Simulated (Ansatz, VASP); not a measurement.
## LiCl in VASP and in Ansatz

The input POSCAR:

```
LiCl
1.0
    0.0000000000      2.5647600000      2.5262886000
    2.5647600000      0.0000000000      2.5262886000
    2.5647600000      2.5647600000      0.0000000000
Li Cl
1 1
Direct
    0.0000000000      0.0000000000      0.0000000000
    0.5000000000      0.5000000000      0.5000000000
```

INCAR.step1

```
PREC = Accurate
ENCUT = 520
ISMEAR = 0
SIGMA = 0.05
LREAL = F
LASPH = T
NELM = 80
NBANDS = 12
GGA = PE
ALGO = Normal
EDIFF = 1E-4
LWAVE = T
LCHARG = F
```

Contents of INCAR.step2:

```
PREC = Accurate
ENCUT = 520
EDIFF = 1E-6
ISMEAR = 0
SIGMA = 0.05
LREAL = F
LASPH = T
NELM = 80
ALGO = Normal
ISIF = 2
LWAVE = F
LCHARG = F
METAGGA = R2SCAN
LMIXTAU = T
NBANDS = 12
ISTART = 1
```

The input KPOINTS:

```
Automatic mesh
0
Gamma
  8 8 8
```

Input for Ansatz:

```yaml
crystal:
  lattice:
    - [0.0, 2.56476, 2.5262886]
    - [2.56476, 0.0, 2.5262886]
    - [2.56476, 2.56476, 0.0]
  atoms:
    - { symbol: Li, position: [0.0, 0.0, 0.0] }
    - { symbol: Cl, position: [0.5, 0.5, 0.5] }
basis:
  ecutwfc: 500
kpoints:
  mp_grid: { grid: [8, 8, 8] }
hamiltonian:
  xc: r2scan
scf:
  occupations: { method: gaussian, width: 0.05 }
output:
  forces: true
  stress: true
  eigenvalues: true
```

Change from the starting cell: strain +0.000 along x and y, -0.015 along z, atoms carried along.

Alike in both runs: task single point; functional r2SCAN; k mesh 8 × 8 × 8; occupations gaussian, width 0.05 eV; no spin polarisation.

|  | VASP | Ansatz |
| --- | --- | --- |
| version | VASP 6.6.1 | Ansatz 0.2.0 |
| potentials or method | VASP PAW PBE potentials, release 64 (Li_sv, Cl), cutoff 520 eV | scalar-relativistic, plane waves, PAW |
| valence electrons in the cell | 10 | 10 |

```csv
,VASP,Ansatz,Ansatz less VASP
gap on the k mesh at the Fermi level (eV),7.38,7.31,-0.071
least direct gap on the mesh (eV),7.38,7.31,-0.071
```

VASP's potentials were made for PBE, not for r2SCAN. With one functional, cell and mesh, what is left measures potentials, basis and numerics.

Noted on VASP's run: the cutoff is under 1.25 times that of the potentials, so the pressure is a little rough.
